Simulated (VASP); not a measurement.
**InP: single point with PBE**

The system is InP.

```
CELL_PARAMETERS angstrom
0.00000 2.93507 2.93507
2.93507 0.00000 2.93507
2.93507 2.93507 0.00000
ATOMIC_POSITIONS crystal
In 0.00000 0.00000 0.00000
P 0.75000 0.75000 0.75000
```

```yaml
Program: VASP 6.6.1
Task: single point
Functional: PBE
Potentials_or_basis: VASP PAW PBE potentials, release 64 (In_d, P)
Cutoff: 520 eV
k_mesh: 10 × 10 × 10
Occupations: gaussian, width 0.01 eV
Spin: no spin polarisation
Dipole_correction: no
Further_INCAR_settings: ALGO = Normal; EDIFF = 1e-06; NBANDS = 16
```

* Pressure: 2.9 GPa
* Band gap on the k mesh: 0.69 eV, direct

Levels at points of the mesh, in eV from the valence-band top:
```csv
k point,band 7,band 8,band 9,band 10,band 11,band 12
"(0.00, 0.00, 0.00)",0.00,0.00,0.00,0.69,4.09,4.09
"(0.50, 0.00, 0.00)",-5.70,-0.96,-0.96,1.49,4.81,4.81
"(0.50, 0.50, 0.00)",-5.73,-2.30,-2.30,1.77,2.27,9.18
```

It took 24 s on 1 thread of Intel(R) Xeon(R) Platinum 8488C (Sapphire Rapids), on a shared host, peak memory 0.19 GiB.

Caveat: spin-orbit coupling is left out, which moves the levels of the heavy elements. Expect the measured gap to be larger: semilocal functionals such as PBE lack the derivative discontinuity.
